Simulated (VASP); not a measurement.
Set up this calculation in VASP 6.6.1, as the native input.

```yaml
Task: single point
Functional: PBE
Potentials_or_basis: VASP PAW PBE potentials, release 64 (B, P)
Cutoff: 520 eV
k_mesh: 10 × 10 × 10
Occupations: gaussian, width 0.05 eV
Spin: no spin polarisation
Dipole_correction: no
Further_INCAR_settings: ALGO = Normal; EDIFF = 1e-06; NBANDS = 11
```

The structure of BP lies in POSCAR:

```
BP
1.0
    0.0028362500      2.2690000000      2.2690000000
    2.2718362500      0.0000000000      2.2718362500
    2.2690000000      2.2690000000      0.0028362500
B P
1 1
Direct
    0.0000000000      0.0000000000      0.0000000000
    0.7500000000      0.7500000000      0.7500000000
```

This cell differs from its parent crystal: strain +0.0025 x Voigt [0, 0, 0, 0, 1, 0].

One way to write it, as run:

INCAR

```
SYSTEM = BP
  ALGO = Normal
  EDIFF = 1E-6
  ENCUT = 520
  GGA = PE
  ISIF = 2
  ISMEAR = 0
  LASPH = .TRUE.
  LCHARG = .FALSE.
  LREAL = .FALSE.
  LWAVE = .FALSE.
  NBANDS = 11
  NELM = 80
  PREC = Accurate
  SIGMA = 0.05
```

KPOINTS

```
k-points
0
G
  10 10 10
  0 0 0
```

Potentials or basis: VASP PAW PBE potentials, release 64 (B, P).

Run with:

```sh
$ cat potpaw_PBE.64/B/POTCAR potpaw_PBE.64/P/POTCAR > POTCAR
$ mpirun -np 1 vasp_std > vasp.out
```

Results of the run:

```json
{
 "Pressure": "0.9 GPa",
 "Largest force": "0.018 eV/Å",
 "Band gap on the k mesh": "1.24 eV, indirect (least direct gap 3.37 eV)"
}
```

Caveat: the cell differs from its parent crystal (strain +0.0025 x Voigt [0, 0, 0, 0, 1, 0]).

Wall time 74 s on 1 thread of AMD EPYC 7R13, on a shared host, peak memory 0.13 GiB.
